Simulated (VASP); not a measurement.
A run of VASP 6.6.1 is set up as follows.

File INCAR:

```
SYSTEM = Be
PREC     = Accurate       ! precision mode
ENCUT    = 520            ! plane-wave cutoff, eV
EDIFF    = 1E-7           ! SCF threshold, eV
ISMEAR   = -1             ! smearing method
SIGMA    = 0.05           ! smearing width, eV
LREAL    = .False.        ! projectors in reciprocal space
LASPH    = .True.         ! aspherical terms in the spheres
NELM     = 80             ! most SCF steps
ALGO     = Normal         ! electronic algorithm
ISIF     = 2              ! what is computed and relaxed
LWAVE    = .False.        ! write WAVECAR
LCHARG   = .False.        ! write CHGCAR
NBANDS   = 7              ! bands
```

Contents of KPOINTS:

```
Automatic mesh
0
Gamma
  21 21 21
  0 0 0
```

Contents of POSCAR:

```
Be
1.0
    0.0000000000      1.4656200112      1.4656200112
    1.4656200112      0.0000000000      1.4656200112
    1.4656200112      1.4656200112      0.0000000000
Be
1
Direct
    0.0000000000      0.0000000000      0.0000000000
```

Potentials or basis: VASP PAW LDA potentials, release 64 (Be).

The run is started by

```sh
$ cat potpaw_LDA.64/Be/POTCAR > POTCAR
$ mpirun -np 1 vasp_std > vasp.out
```

(1) Estimate the pressure.

(2) Predict the band gap on the k mesh.

## Answers

(1) 31.5 GPa.

(2) zero (band 1 reaches 9.56 eV, above the bottom of band 2 at 8.96 eV).
